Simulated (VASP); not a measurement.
Wanted: the native input for a VASP 6.6.1 run.

| Quantity | Value |
| --- | --- |
| Task | single point |
| Functional | PBE |
| Potentials or basis | VASP PAW PBE potentials, release 64 (O, H, C, N) |
| Cutoff | 520 eV |
| k mesh | 1 × 1 × 1 |
| Occupations | fermi-dirac, width 0.05 eV |
| Spin | no spin polarisation |
| Dipole correction | no |
| Further INCAR settings | LREAL = Auto; ALGO = Normal; EDIFF = 1e-06; NBANDS = 77 |

The structure of H21C10N5O3 lies in POSCAR:

```
H21C10N5O3
1.0
    8.0671430000      0.0000000000      0.0000000000
    0.0000000000      8.0671430000      0.0000000000
    0.0000000000      0.0000000000      8.0671430000
O H C N
3 21 10 5
Direct
    0.7373862097      0.4438746158      0.6884345548
    0.4155870300      0.5947706642      0.8989799735
    0.0461377715      0.1663042294      0.8797042522
    0.6133522116      0.4189091479      0.6465362025
    0.7860651534      0.3800354103      0.5988861236
    0.4616504257      0.6840587802      0.9754878524
    0.4518576155      0.5095608197      0.9670585981
   -0.0386630062      0.1466442333      0.9679758993
   -0.0136975383      0.1850717162      0.7717354211
    0.6397680071      0.0798919766      0.5151018149
    0.4488949805      0.0194616607      0.4066991251
    0.6317974034     -0.1206127126      0.4365733941
    0.2704055203      1.0439259599      0.6354914001
    0.0803878151      0.9974782894      0.5744536821
    0.1283353971      0.8894846664      0.7378076724
    0.1564618354      0.3962493289      0.1566105869
    0.0066318398      0.3803701013      0.3388932116
    0.1166460047      0.5653178579      0.3102585389
    0.9270196400      0.9493199761      0.0898459343
    0.9959907739      0.7948167028      0.2440641005
    1.0915512468      0.7770408929      0.0330352394
    0.5532813786     -0.1417354322      0.7803506148
    0.5367203730      0.0552983875      0.7030989782
    0.6923392829      0.0165362136      0.8391570597
    0.5848414984      0.0110571983      0.3986665416
    0.6653656691      0.0908747992      0.2586665440
    0.1814025114      0.9372711008      0.6317354236
    0.2732813835      0.8315707308      0.5097963430
    0.1239720183      0.4151035875      0.2848592122
    0.2347671288      0.3364140192      0.3871506926
    0.9757357716      0.8178855885      0.1095059304
    0.8415990643      0.6959712999      0.0939613938
    0.5655781731     -0.0153957851      0.8168815156
    0.4515973003      0.0467823615      0.9321391724
    0.7518894855      0.1459252675      0.1587179005
    0.3315300101      0.7664919291      0.3919231381
    0.3460332859      0.2653355717      0.4396723846
    0.7585585132      0.5777014242      0.0788631118
    0.3478307004      0.1005808376      1.0137417919
```

One way to write it, as run:

INCAR

```
SYSTEM = H21C10N5O3
  PREC = Accurate
  ENCUT = 520
  EDIFF = 1E-6
  ISMEAR = -1
  SIGMA = 0.05
  LREAL = Auto
  LASPH = .TRUE.
  NELM = 60
  ALGO = Normal
  ISIF = 2
  LWAVE = .FALSE.
  LCHARG = .TRUE.
  GGA = PE
  LELF = .TRUE.
  LVHAR = .TRUE.
  NBANDS = 77
```

KPOINTS

```
regular mesh
0
G
  1 1 1
  0 0 0
```

Potentials or basis: VASP PAW PBE potentials, release 64 (O, H, C, N).

Launch:

```sh
$ cat potpaw_PBE.64/O/POTCAR potpaw_PBE.64/H/POTCAR potpaw_PBE.64/C/POTCAR potpaw_PBE.64/N/POTCAR > POTCAR
$ mpirun -np 1 vasp_gam > vasp.out
```

Results of the run:

```yaml
Pressure: 0.8 GPa
Largest_force: 4.855 eV/Å
Band_gap_on_the_k_mesh: 4.63 eV
```

Caveat: the k points lie up to 0.78 Å⁻¹ apart.

Run time: 69 s on 1 thread of Intel(R) Xeon(R) Platinum 8375C CPU @ 2.90GHz (Ice Lake) (shared host), peak memory 0.48 GiB.
